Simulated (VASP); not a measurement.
Write the native input for VASP 6.6.1 that does the following.

```yaml
Task: single point
Functional: LDA
Potentials_or_basis: VASP PAW LDA potentials, release 64 (Zn, Se)
Cutoff: 520 eV
k_mesh: 8 × 8 × 6
Occupations: gaussian, width 0.05 eV
Spin: no spin polarisation
Dipole_correction: no
Further_INCAR_settings: ALGO = Normal; EDIFF = 1e-06; NBANDS = 26
```

The structure of ZnSe lies in POSCAR:

```
ZnSe
1.0
    3.9824792206      0.0000000000      0.0000000000
    0.0000000000      3.9824792206      0.0000000000
    0.0000000000      0.0000000000      5.8869000000
Zn Se
2 2
Direct
    0.0000000000      0.0000000000      0.0000000000
    0.5000000000      0.5000000000      0.0000000000
    0.0000000000      0.5000000000      0.2797006019
    0.5000000000      0.0000000000      0.7202993981
```

One way to write it, as run:

INCAR

```
PREC = Accurate
ENCUT = 520
EDIFF = 1E-6
ISMEAR = 0
SIGMA = 0.05
LREAL = F
LASPH = T
NELM = 100
ALGO = Normal
ISIF = 2
LWAVE = F
LCHARG = T
LELF = T
LVHAR = T
NBANDS = 26
```

KPOINTS

```
regular mesh
0
Gamma
  8 8 6
```

Potentials or basis: VASP PAW LDA potentials, release 64 (Zn, Se).

Run with:

```console
$ cat potpaw_LDA.64/Zn/POTCAR potpaw_LDA.64/Se/POTCAR > POTCAR
$ mpirun -np 1 vasp_std > vasp.out
```

Results of the run:

The pressure is -6.1 GPa. The largest force is 1.452 eV/Å. The band gap on the k mesh is 1.22 eV, direct.

Caveat: forces of over 1 eV/Å act on the atoms, so gaps and moduli don't describe the material at rest.

Wall time 49 s on 1 thread of Intel(R) Xeon(R) 6975P-C (Granite Rapids) (shared host), peak memory 0.25 GiB.
